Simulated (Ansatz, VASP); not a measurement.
One calculation of HgTe, two programs

The input INCAR:

```
ALGO = Normal
EDIFF = 1E-6
EDIFFG = -0.005
ENCUT = 600
IBRION = 2
ISIF = 3
ISMEAR = 0
LASPH = T
LCHARG = F
LREAL = F
LWAVE = F
NELM = 100
NSW = 100
PREC = Accurate
SIGMA = 0.1
```

KPOINTS

```
k-points
0
Gamma
  12 12 12
```

POSCAR

```
HgTe
1.0
    0.0000000000      3.2235000000      3.2235000000
    3.2235000000      0.0000000000      3.2235000000
    3.2235000000      3.2235000000      0.0000000000
Hg Te
1 1
Direct
    0.0000000000      0.0000000000      0.0000000000
    0.7500000000      0.7500000000      0.7500000000
```

Input for Ansatz:

```yaml
crystal:
  lattice:
    - [0.0, 3.2235, 3.2235]
    - [3.2235, 0.0, 3.2235]
    - [3.2235, 3.2235, 0.0]
  atoms:
    - { symbol: Hg, position: [0.0, 0.0, 0.0] }
    - { symbol: Te, position: [0.75, 0.75, 0.75] }
basis:
  ecutwfc: 420
kpoints:
  mp_grid: { grid: [12, 12, 12] }
hamiltonian:
  xc: lda
scf:
  occupations: { method: gaussian, width: 0.1 }
output:
  forces: true
  stress: true
  eigenvalues: true
  write_density: true
  write_potential: true
  elf: true
  volumetric_format: npy
relax:
  adjacent_minimum: "off"
  f_tol: 0.005
  max_steps: 80
  cell: { stress_tol: 0.05 }
```

Alike in both runs: task relaxation of cell and atoms; functional LDA; k mesh 12 × 12 × 12; occupations gaussian, width 0.1 eV; no spin polarisation.

|  | VASP | Ansatz |
| --- | --- | --- |
| version | VASP 6.6.1 | Ansatz 0.2.0 |
| potentials or method | VASP PAW LDA potentials, release 64 (Hg, Te), cutoff 600 eV | scalar-relativistic, plane waves, PAW |
| valence electrons in the cell | 18 | 36 |

Ansatz gave:

- gap on the k mesh at the Fermi level, each at its own relaxed structure (eV): none
- relaxed volume (Å³/atom): 33.30
- relaxed cell length with the largest relative difference (Å): 4.550

Q: Estimate VASP's values.

A: gap on the k mesh at the Fermi level, each at its own relaxed structure (eV): none; relaxed volume (Å³/atom): 33.50; relaxed cell length with the largest relative difference (Å): 4.559.

LDA's correlation is that of Perdew and Zunger in VASP and of Perdew and Wang (1992) in Ansatz. A gap of «none» marks a metal or a gap that the smearing closes. VASP's potentials hold 18 valence electrons a cell and Ansatz's 36, so a difference there can come from the potentials and not from the codes.

Spin-orbit coupling is off throughout. Noted on VASP's run: the relaxation stopped at its first step, so nothing moved.
